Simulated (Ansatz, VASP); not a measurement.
# Cu: VASP beside Ansatz

```
Cu
1.0
     0.00000    1.66035    1.66035
     1.66035    0.00000    1.66035
     1.66035    1.66035    0.00000
Cu
1
Cartesian
  0.0000 0.0000 0.0000
```

Change from the starting cell: volume scaled by 0.8, PAW files.

Alike in both runs: task single point; functional r2SCAN; k mesh 20 × 20 × 20; occupations fermi-dirac, width 0.1 eV; no spin polarisation.

```csv
,VASP,Ansatz
version,VASP 6.6.1,Ansatz 0.2.0
potentials or method,"VASP PAW PBE potentials, release 64 (Cu)","PAW with Ansatz's default frozen-core files, scalar-relativistic"
plane-wave cutoff (eV),520,500
valence electrons in the cell,11,19
```

|  | VASP | Ansatz | Ansatz less VASP |
| --- | --- | --- | --- |
| pressure (GPa) | 64.4 | 63.4 | -1.08 |

VASP's potentials were made for PBE, not for r2SCAN. Both programs put the cell under a high pressure, so it lies far from rest at this level. VASP's potentials hold 11 valence electrons a cell and Ansatz's 19, so a difference there can come from the potentials and not from the codes.

Noted on VASP's run: the cell as given lies far from equilibrium.
